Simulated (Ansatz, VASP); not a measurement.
## Two plane-wave programs on Ti5Si

Contents of INCAR:

```
ALGO = Fast
EDIFF = 1E-6
ENCUT = 520
GGA = PS
ISIF = 2
ISMEAR = 0
LASPH = T
LCHARG = F
LREAL = F
LWAVE = F
NBANDS = 41
NELM = 60
PREC = Accurate
SIGMA = 0.1
```

The input KPOINTS:

```
k-points
0
Gamma
  2 2 2
```

POSCAR

```
Ti5Si
1.0
    2.5881446878      1.4632273258      4.4483080099
   -2.5230840997      1.4504458811      4.4155398125
    0.0214612383     -2.8797452988      4.4207959760
Ti Si
5 1
Direct
    0.1536244382      0.1798274727      0.1474436636
    0.6026145207      0.3887407449      0.0293315758
   -0.0331386840      0.6294481188      0.4008227114
    0.8265757420      0.8522278747      0.8467902262
    0.4015611026     -0.0222253565      0.6210530498
    0.5150708304      0.4990478380      0.4830431954
```

Input for Ansatz:

```yaml
crystal:
  lattice:
    - [2.5881446878, 1.4632273258, 4.4483080099]
    - [-2.5230840997, 1.4504458811, 4.4155398125]
    - [0.0214612383, -2.8797452988, 4.420795976]
  atoms:
    - { symbol: Ti, position: [0.1536244382, 0.1798274727, 0.1474436636] }
    - { symbol: Ti, position: [0.6026145207, 0.3887407449, 0.0293315758] }
    - { symbol: Ti, position: [-0.033138684, 0.6294481188, 0.4008227114] }
    - { symbol: Ti, position: [0.826575742, 0.8522278747, 0.8467902262] }
    - { symbol: Ti, position: [0.4015611026, -0.0222253565, 0.6210530498] }
    - { symbol: Si, position: [0.5150708304, 0.499047838, 0.4830431954] }
basis:
  ecutwfc: 420
kpoints:
  mp_grid: { grid: [2, 2, 2] }
hamiltonian:
  xc: pbesol
scf:
  occupations: { method: gaussian, width: 0.1 }
output:
  forces: true
  stress: true
  eigenvalues: true
```

Change from the starting cell: kmesh displaced: [2, 2, 2] Gamma-centred.

Alike in both runs: task single point; functional PBEsol; k mesh 2 × 2 × 2; occupations gaussian, width 0.1 eV; no spin polarisation.

|  | VASP | Ansatz |
| --- | --- | --- |
| version | VASP 6.6.1 | Ansatz 0.2.0 |
| potentials or method | VASP PAW PBE potentials, release 64 (Ti_sv, Si), cutoff 520 eV | scalar-relativistic, plane waves, PAW |
| valence electrons in the cell | 64 | 64 |

|  | VASP | Ansatz | Ansatz less VASP |
| --- | --- | --- | --- |
| gap on the k mesh at the Fermi level (eV) | none | none | - |
| pressure (GPa) | -2.3 | -2.2 | +0.09 |
| traceless stress, the component that is largest in VASP (GPa) | 3.03 | 3.03 | 0.000 |
| rms of the force components (eV/Å) | 0.769 | 0.770 | +0.0006 |

VASP's potentials were made for PBE, not for PBEsol. Atom by atom the forces differ by 0.002 eV/Å (rms over components). A gap of «none» marks a metal or a gap that the smearing closes. The functional is the same, so the differences come from potentials, cutoffs and numerics.

The k mesh is coarse, so the values compare programs but aren't converged.
